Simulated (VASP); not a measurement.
ZnS, 8 atoms in the cell. The structure is hexagonal, space group P6_3mc (No. 186). Conventional cell: a = 3.745 Å, b = 3.745 Å, c = 12.264 Å, α = 90.00°, β = 90.00°, γ = 120.00°. Within 3.0 Å of Zn (site symmetry 3m) lie 4 S at 2.29 to 2.30 Å. Zn (site symmetry 3m) has 4 S at 2.29 to 2.30 Å within 3.0 Å. S (site symmetry 3m) has 4 Zn at 2.29 to 2.30 Å within 3.0 Å. S (site symmetry 3m) has 4 Zn at 2.29 to 2.30 Å within 3.0 Å. 

| Item | Value |
| --- | --- |
| Program | VASP 6.6.1 |
| Task | single point |
| Functional | RPBE |
| Potentials or basis | VASP PAW PBE potentials, release 64 (Zn, S) |
| Cutoff | 520 eV |
| k mesh | 8 × 8 × 3 |
| Occupations | fermi-dirac, width 0.05 eV |
| Spin | no spin polarisation |
| Dipole correction | no |
| Further INCAR settings | ALGO = Normal; EDIFF = 1e-06; NBANDS = 46 |

Potentials or basis: VASP PAW PBE potentials, release 64 (Zn, S).

Launch:

```sh
$ cat potpaw_PBE.64/Zn/POTCAR potpaw_PBE.64/S/POTCAR > POTCAR
$ mpirun -np 1 vasp_std > vasp.out
```

Hardware: 1 thread of Intel(R) Xeon(R) Platinum 8488C (Sapphire Rapids), with other jobs on the host.

Question: How long does it take, and how much memory?

Answer: Wall time 2.2 min on 1 thread of Intel(R) Xeon(R) Platinum 8488C (Sapphire Rapids), on a shared host, peak memory 0.31 GiB. Counts: scf iterations 16, k points 20.
